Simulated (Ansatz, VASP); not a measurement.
## Zr2SiO4: VASP beside Ansatz

```
CELL_PARAMETERS angstrom
3.59744 0.00000 0.00000
-1.79872 3.11548 0.00000
0.00000 0.00000 21.37284
ATOMIC_POSITIONS crystal
O 0.00000 0.00000 0.18715
O 0.33333 0.66667 0.25587
O 0.66667 0.33333 0.31980
O 0.00000 0.00000 0.39175
Zr 0.66667 0.33333 0.22151
Zr 0.33333 0.66667 0.35464
Si 0.33333 0.16667 0.49469
```

Alike in both runs: task single point; functional PBE; dispersion D3(BJ); k mesh 9 × 9 × 1; occupations gaussian, width 0.05 eV; collinear spin.

```csv
,VASP,Ansatz
version,VASP 6.6.1,Ansatz 0.2.0
potentials or method,"VASP PAW PBE potentials, release 64 (O, Zr_sv, Si), cutoff 520 eV","scalar-relativistic, plane waves, PAW"
valence electrons in the cell,52,52
```

|  | VASP | Ansatz | Ansatz less VASP |
| --- | --- | --- | --- |
| gap on the k mesh at the Fermi level (eV) | none | none | - |
| rms of the force components (eV/Å) | 0.287 | 0.279 | -0.0076 |
| net moment per atom (μB) | 0.05 | 0.05 | 0.000 |
| size of the moment on the site where the two differ most (μB) | 0.07 | 0.08 | +0.009 |

Site moments also hang on the region over which each program counts them. A gap of «none» marks a metal or a gap that the smearing closes.
